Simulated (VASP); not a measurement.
# Al2O3 (R-3c) in VASP: single point with PBE

Aim: the single point of Al2O3 with PBE.

Everything below comes from runs of VASP 6.6.1. Logs are shortened: lines on timing, memory, paths and dates and some standing lists are left out, and cuts for length are marked.

## 1. The cell of the first run

It takes space group R-3c (No. 167, trigonal). The conventional cell has a = 4.761 Å, b = 4.761 Å, c = 12.996 Å, α = 90.00°, β = 90.00°, γ = 120.00°. Within 2.5 Å of Al (site symmetry 3) lie 6 O at 1.85 to 1.97 Å. Within 2.9 Å of O (site symmetry 2) lie 4 Al at 1.85 to 1.97 Å and 12 O at 2.53 to 2.86 Å.

## 2. Single point, PBE

The input, INCAR:

```
PREC = Accurate
ENCUT = 520
EDIFF = 1E-6
ISMEAR = 0
SIGMA = 0.05
LREAL = Auto
LASPH = T
NELM = 100
ALGO = Normal
ISIF = 2
LWAVE = F
LCHARG = F
GGA = PE
NBANDS = 122
```

The input, KPOINTS:

```
regular mesh
0
Gamma
  3 3 3
```

The input, POSCAR:

```
Al2O3
1.0
   -4.7605000000     -2.7484760000      4.3318670000
    4.7605000000     -2.7484760000      4.3318670000
    0.0000000000      5.4969520000      4.3318670000
Al O
16 24
Direct
    0.3521600000      0.3521600000      0.3521600000
    0.8521600000      0.8521600000      0.3521600000
    0.8521600000      0.3521600000      0.8521600000
    0.3521600000      0.8521600000      0.8521600000
    0.1478400000      0.1478400000      0.1478400000
    0.6478400000      0.6478400000      0.1478400000
    0.6478400000      0.1478400000      0.6478400000
    0.1478400000      0.6478400000      0.6478400000
    0.6478400000      0.1478400000      0.1478400000
    0.1478400000      0.6478400000      0.1478400000
    0.1478400000      0.1478400000      0.6478400000
    0.6478400000      0.6478400000      0.6478400000
    0.8521600000      0.3521600000      0.3521600000
    0.3521600000      0.8521600000      0.3521600000
    0.3521600000      0.3521600000      0.8521600000
    0.8521600000      0.8521600000      0.8521600000
    0.0966600000      0.4033400000      0.2500000000
    0.5966600000      0.9033400000      0.2500000000
    0.5966600000      0.4033400000      0.7500000000
    0.0966600000      0.9033400000      0.7500000000
    0.2500000000      0.0966600000      0.4033400000
    0.7500000000      0.5966600000      0.4033400000
    0.7500000000      0.0966600000      0.9033400000
    0.2500000000      0.5966600000      0.9033400000
    0.4033400000      0.2500000000      0.0966600000
    0.9033400000      0.7500000000      0.0966600000
    0.9033400000      0.2500000000      0.5966600000
    0.4033400000      0.7500000000      0.5966600000
    0.9033400000      0.0966600000      0.2500000000
    0.4033400000      0.5966600000      0.2500000000
    0.4033400000      0.0966600000      0.7500000000
    0.9033400000      0.5966600000      0.7500000000
    0.7500000000      0.4033400000      0.0966600000
    0.2500000000      0.9033400000      0.0966600000
    0.2500000000      0.4033400000      0.5966600000
    0.7500000000      0.9033400000      0.5966600000
    0.5966600000      0.2500000000      0.4033400000
    0.0966600000      0.7500000000      0.4033400000
    0.0966600000      0.2500000000      0.9033400000
    0.5966600000      0.7500000000      0.9033400000
```

Potentials or basis: VASP PAW PBE potentials, release 64 (Al, O).

On the command line:

```
cat potpaw_PBE.64/Al/POTCAR potpaw_PBE.64/O/POTCAR > POTCAR
mpirun -np 1 vasp_std > vasp.out
```

OUTCAR:

```text
PREC = Accurate
   ENCUT = 520
   EDIFF = 1E-6
   ISMEAR = 0
   LREAL = Auto
   LASPH = T
   NELM = 100
   ISIF = 2
   GGA = PE

 ion  position               nearest neighbor table
   1  0.352  0.352  0.352-  37 1.85  30 1.85  35 1.85  17 1.97  25 1.97  21 1.97   5 2.66   9 2.79
                            10 2.79  11 2.79   8 3.22   7 3.22   6 3.22
   2  0.852  0.852  0.352-  38 1.85  29 1.85  36 1.85  18 1.97  26 1.97  22 1.97   6 2.66   9 2.79
                            10 2.79  12 2.79   8 3.22   7 3.22   5 3.22
   3  0.852  0.352  0.852-  39 1.85  32 1.85  33 1.85  19 1.97  27 1.97  23 1.97   7 2.66  11 2.79
                            12 2.79   9 2.79   5 3.22   6 3.22   8 3.22
   4  0.352  0.852  0.852-  40 1.85  31 1.85  34 1.85  20 1.97  28 1.97  24 1.97   8 2.66  11 2.79
                            12 2.79  10 2.79   5 3.22   6 3.22   7 3.22
   5  0.148  0.148  0.148-  34 1.85  29 1.85  39 1.85  17 1.97  25 1.97  21 1.97   1 2.66  13 2.79
                            14 2.79  15 2.79   4 3.22   3 3.22   2 3.22
   6  0.648  0.648  0.148-  33 1.85  30 1.85  40 1.85  18 1.97  26 1.97  22 1.97   2 2.66  13 2.79
                            14 2.79  16 2.79   4 3.22   3 3.22   1 3.22
   7  0.648  0.148  0.648-  36 1.85  31 1.85  37 1.85  19 1.97  27 1.97  23 1.97   3 2.66  15 2.79
                            16 2.79  13 2.79   1 3.22   2 3.22   4 3.22
   8  0.148  0.648  0.648-  35 1.85  32 1.85  38 1.85  20 1.97  28 1.97  24 1.97   4 2.66  15 2.79
                            16 2.79  14 2.79   1 3.22   2 3.22   3 3.22
   9  0.648  0.148  0.148-  25 1.85  18 1.85  23 1.85  29 1.97  33 1.97  37 1.97  13 2.66   2 2.79
[... 46 lines left out ...]
 A1 = (  -4.7605000000,  -2.7484760000,   4.3318670000)
 A2 = (   4.7605000000,  -2.7484760000,   4.3318670000)
 A3 = (   0.0000000000,   5.4969520000,   4.3318670000)

Analysis of symmetry for initial positions (statically):
=====================================================================
 Subroutine PRICEL returns following result:

  LATTYP: Found a trigonal (rhomboedric) cell.
 ALAT       =     5.1302233897
 COS(alpha) =     0.5694708097

  Lattice vectors:

 A1 = (  -0.0000000000,  -2.7484760000,   4.3318670000)
 A2 = (   2.3802500000,   1.3742380000,   4.3318670000)
 A3 = (  -2.3802500000,   1.3742380000,   4.3318670000)

   4 primitive cells build up your supercell.

 Routine SETGRP: Setting up the symmetry group for a
 trigonal (rhombohedral) supercell.

 Subroutine GETGRP returns: Found 12 space group operations
 (whereof  6 operations were pure point group operations)
 out of a pool of 12 trial point group operations.

The static configuration has the point symmetry S_6 .
 The point group associated with its full space group is D_3d.

Analysis of symmetry for dynamics (positions and initial velocities):
=====================================================================
 Subroutine PRICEL returns following result:

  LATTYP: Found a trigonal (rhomboedric) cell.
 ALAT       =     5.1302233897
 COS(alpha) =     0.5694708097

  Lattice vectors:

 A1 = (  -0.0000000000,  -2.7484760000,   4.3318670000)
 A2 = (   2.3802500000,   1.3742380000,   4.3318670000)
 A3 = (  -2.3802500000,   1.3742380000,   4.3318670000)

   4 primitive cells build up your supercell.

 Routine SETGRP: Setting up the symmetry group for a
 trigonal (rhombohedral) supercell.

 Subroutine GETGRP returns: Found 12 space group operations
 (whereof  6 operations were pure point group operations)
 out of a pool of 12 trial point group operations.

The dynamic configuration has the point symmetry S_6 .
 The point group associated with its full space group is D_3d.

 Subroutine INISYM returns: Found 12 space group operations
 (whereof  6 operations are pure point group operations),
 and found     4 'primitive' translations

----------------------------------------------------------------------------------------

                                     Primitive cell

  volume of cell :      85.0180

  direct lattice vectors                    reciprocal lattice vectors
    -0.000000000 -2.748476000  4.331867000     0.000000000 -0.242558664  0.076949115
     2.380250000  1.374238000  4.331867000     0.210061968  0.121279332  0.076949115
    -2.380250000  1.374238000  4.331867000    -0.210061968  0.121279332  0.076949115
[... 25 lines left out ...]
                 8          30
                 9          35
                10          37

----------------------------------------------------------------------------------------

 KPOINTS: regular mesh

Automatic generation of k-mesh.
 Grid dimensions read from file:
 generate k-points for:    3    3    3

 Generating k-lattice:

  Cartesian coordinates                     Fractional coordinates (reciprocal lattice)
    -0.035010328 -0.020213222  0.025649705     0.333333333 -0.000000000  0.000000000
     0.035010328 -0.020213222  0.025649705    -0.000000000  0.333333333  0.000000000
     0.000000000  0.040426444  0.025649705     0.000000000  0.000000000  0.333333333

  Length of vectors
     0.047876976  0.047876976  0.047876975

  Shift w.r.t. Gamma in fractional coordinates (k-lattice)
     0.000000000  0.000000000  0.000000000

 Subroutine IBZKPT returns following result:
 ===========================================

 Found      6 irreducible k-points:

 Following reciprocal coordinates:
            Coordinates               Weight
  0.000000  0.000000  0.000000      1.000000
  0.333333 -0.000000  0.000000      6.000000
  0.333333  0.333333  0.000000      6.000000
 -0.333333  0.333333  0.000000      6.000000
  0.333333  0.333333  0.333333      2.000000
 -0.333333  0.333333  0.333333      6.000000
   k-points           NKPTS =      6   k-points in BZ     NKDIM =      6   number of bands    NBANDS=    122
   number of dos      NEDOS =    301   number of ions     NIONS =     40
   total plane-waves  NPLWV = 157464
   dimension x,y,z NGX =    54 NGY =   54 NGZ =   54
   dimension x,y,z NGXF=   108 NGYF=  108 NGZF=  108
   ions per type =              16  24
   NGX,Y,Z   is equivalent  to a cutoff of  12.83, 12.83, 12.83 a.u.
   NGXF,Y,Z  is equivalent  to a cutoff of  25.65, 25.65, 25.65 a.u.
 SYSTEM =  unknown system
   PREC   = accura    normal or accurate (medium, high low for compatibility)
   ISTART =      0    job   : 0-new  1-cont  2-samecut
   ICHARG =      2    charge: 1-file 2-atom 10-const
   ISPIN  =      1    spin polarized calculation?
   LNONCOLLINEAR =      F non collinear calculations
   LSORBIT =      F    spin-orbit coupling
   LASPH  =      T    aspherical Exc in radial PAW
   ENCUT  =  520.0 eV  38.22 Ry    6.18 a.u.  13.01 13.01 13.01*2*pi/ulx,y,z
   NELM   =    100;   NELMIN=  2; NELMDL= -5     # of ELM steps
   EDIFF  = 0.1E-05   stopping-criterion for ELM
   LREAL  =      T    real-space projection
   EDIFFG = 0.1E-04   stopping-criterion for IOM
   NSW    =      0    number of steps for IOM
   IBRION =     -1    ionic relax: 0-MD 1-quasi-New 2-CG
   NFREE  =      0    steps in history (QN), initial steepest desc. (CG)
   ISIF   =      2    stress and relaxation
   ISYM   =      2    0-nonsym 1-usesym 2-fastsym
   POTIM  = 0.5000    time-step for ionic-motion
   TEBEG  =    0.0;   TEEND  =   0.0 temperature during run
   PSTRESS=    0.0 pullay stress
   NELECT =     192.0000    total number of electrons
   NUPDOWN=      -1.0000    fix difference up-down
   EMIN   =  10.00;   EMAX   =-10.00  energy-range for DOS
   EFERMI =   0.00;   METHOD = LEGACY
   ISMEAR =     0;   SIGMA  =   0.05  broadening in eV -4-tet -1-fermi 0-gaus
   EFERMI_NEDOS =   21; number of points for ismear=-14 and -15
   IALGO  =     38    algorithm
   IMIX   =      4    mixing-type and parameters
     AMIX     =   0.40;   BMIX     =  1.00
     AMIX_MAG =   1.60;   BMIX_MAG =  1.00
  volume/ion in A,a.u.               =       8.50        57.37
  Fermi-wavevector in a.u.,A,eV,Ry     =   1.353064  2.556920 24.909297  1.830782
  Thomas-Fermi vector in A             =   2.480350
   LORBIT       =      0    0 simple, 1 ext, 2 COOP (PROOUT), +10 PAW based schemes
   GGA     = PE    functional components
   LHFCALC =     F    Hartree Fock is set to
   AEXX    =    0.0000 exact exchange contribution
   IVDW    =     0    specifies the selected vdW correction
   LEPSILON=     F    determine dielectric tensor
   LRPA    =     F    only Hartree local field effects (RPA)
 non-spin polarized calculation
 Gauss-broadening in eV      SIGMA  =   0.05
  energy-cutoff  :      520.00
  volume of cell :      340.07
 maximum number of plane-waves:      9172
 NGX is ok and might be reduce to    54
   NGX = 27   NGY = 27   NGZ = 27

 number of electron     191.9999920 magnetization

 Free energy of the ion-electron system (eV)
  ---------------------------------------------------
  ext. energy  EPLUGINS =         0.00000000
  ---------------------------------------------------
  free energy    TOTEN  =      -299.01890732 eV

  energy without entropy =     -299.01890732  energy(sigma->0) =     -299.01890732

 E-fermi :   6.4290     XC(G=0): -11.6856

 val. band max:        6.1427143514   @ k =   0.0000   0.0000   0.0000
 cond. band min:      12.3576513677   @ k =   0.0000   0.0000   0.0000
 fundamental gap:      6.2149370163
 Fermi energy:         6.4289521635

 k-point     1 :       0.0000    0.0000    0.0000
  band No.  band energies     occupation
      1     -13.1028      2.00000
      2     -11.9332      2.00000
      3     -11.9332      2.00000
      4     -11.9332      2.00000
      5     -11.2735      2.00000
      6     -11.2735      2.00000
[... 655 lines left out ...]
    107      16.2177      0.00000
    108      16.2177      0.00000
 [bands above 108 left out]

------------------------ aborting loop because EDIFF is reached ----------------------------------------

  FORCE on cell =-STRESS in cart. coord.  units (eV):
  Direction    XX          YY          ZZ          XY          YZ          ZX
  --------------------------------------------------------------------------------------
  -------------------------------------------------------------------------------------
  Total       15.7835909     15.7835914     14.4141425      0.0000000      0.0000000      0.0000000
  in kB       74.3610503     74.3610527     67.9091836      0.0000000      0.0000000      0.0000000
  external PRESSURE =      72.2104289 kB  Pullay stress =       0.0000000 kB

 VOLUME and BASIS-vectors are now :
 -----------------------------------------------------------------------------
  energy-cutoff  :      520.00
  volume of cell :      340.07
      direct lattice vectors                 reciprocal lattice vectors
    -4.760500000 -2.748476000  4.331867000    -0.105030984 -0.060639666  0.076949115
     4.760500000 -2.748476000  4.331867000     0.105030984 -0.060639666  0.076949115
     0.000000000  5.496952000  4.331867000     0.000000000  0.121279332  0.076949115

 POSITION                                       TOTAL-FORCE (eV/Angst)
 -----------------------------------------------------------------------------------
      0.00000      0.00000      4.57653        -0.000000      0.000000     -0.025730
      0.00000     -2.74848      8.90840        -0.000000      0.000000     -0.025730
     -2.38025      1.37424      8.90840        -0.000000      0.000000     -0.025730
      2.38025      1.37424      8.90840        -0.000000      0.000000     -0.025730
      0.00000      0.00000      1.92127        -0.000000      0.000000      0.025730
      0.00000     -2.74848      6.25314        -0.000000      0.000000      0.025730
[... 32 lines left out ...]
      0.72998      4.01283      5.41483        -0.011795     -0.020429     -0.000000
      0.72998      1.26435      9.74670        -0.011795     -0.020429     -0.000000
 -----------------------------------------------------------------------------------
    total drift:                                0.000000      0.000000      0.000000

  FREE ENERGIE OF THE ION-ELECTRON SYSTEM (eV)
  ---------------------------------------------------
  free  energy   TOTEN  =      -299.0189073167 eV

  energy  without entropy=     -299.0189073167  energy(sigma->0) =     -299.01890732
```

It took 5.7 min on 1 thread of Intel Xeon Platinum 8259CL at 2.50GHz (Skylake/Cascade Lake), shared host; peak memory 0.45 GiB.

What came out:

```
Free energy            : -299.0189 eV
Pressure               : 7.2 GPa
Largest force          : 0.026 eV/Å
Band gap on the k mesh : 6.21 eV
```

Forces in eV/Å, atoms in the order of the input:
```
Al   0.000  0.000 -0.026
Al   0.000  0.000 -0.026
Al   0.000  0.000 -0.026
Al   0.000  0.000 -0.026
Al   0.000  0.000  0.026
Al   0.000  0.000  0.026
Al   0.000  0.000  0.026
Al   0.000  0.000  0.026
Al   0.000  0.000  0.026
Al   0.000  0.000  0.026
Al   0.000  0.000  0.026
Al   0.000  0.000  0.026
Al   0.000  0.000 -0.026
Al   0.000  0.000 -0.026
Al   0.000  0.000 -0.026
Al   0.000  0.000 -0.026
O   -0.024  0.000  0.000
O   -0.024  0.000  0.000
O   -0.024  0.000  0.000
O   -0.024  0.000  0.000
O    0.012 -0.020  0.000
O    0.012 -0.020  0.000
O    0.012 -0.020  0.000
O    0.012 -0.020  0.000
O    0.012  0.020  0.000
O    0.012  0.020  0.000
O    0.012  0.020  0.000
O    0.012  0.020  0.000
O    0.024  0.000  0.000
O    0.024  0.000  0.000
O    0.024  0.000  0.000
O    0.024  0.000  0.000
O   -0.012  0.020  0.000
O   -0.012  0.020  0.000
O   -0.012  0.020  0.000
O   -0.012  0.020  0.000
O   -0.012 -0.020  0.000
O   -0.012 -0.020  0.000
O   -0.012 -0.020  0.000
O   -0.012 -0.020  0.000
```

Caveat: the cell stands under pressure. As with any semilocal functional, this PBE gap is likely too small.
